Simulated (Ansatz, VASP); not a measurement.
AsP2: VASP beside Ansatz

```xyz
6
Lattice="3.9431 0.0000 0.0000 -1.9715 3.4148 0.0000 0.0000 0.0000 9.2832" Properties=species:S:1:pos:R:3 pbc="T T T"
P     1.9715    1.1383    3.3695
P     0.0000    2.2765    5.9137
P     0.0000    2.2765    8.0111
P     1.9715    1.1383    1.2721
As    0.0000    0.0000    4.6416
As    0.0000    0.0000    0.0000
```

Alike in both runs: functional PBE; k mesh 12 × 12 × 4; occupations gaussian, width 0.1 eV; no spin polarisation.

Ansatz relaxed the structure, and its values are those at the end. VASP's run is a single point on that final structure, the one shown.

```csv
,VASP,Ansatz
version,VASP 6.6.1,Ansatz 0.2.0
potentials or method,"VASP PAW PBE potentials, release 64 (P, As), cutoff 520 eV","scalar-relativistic, plane waves, PAW"
valence electrons in the cell,30,50
```

```tsv
	VASP	Ansatz	Ansatz less VASP
gap on the k mesh at the Fermi level (eV)	none	none	-
pressure (GPa)	0.0	0.0	+0.05
rms of the force components (eV/Å)	0.022	0.004	-0.0186
```

A gap of «none» marks a metal or a gap that the smearing closes. VASP's potentials hold 30 valence electrons a cell and Ansatz's 50, so a difference there can come from the potentials and not from the codes.
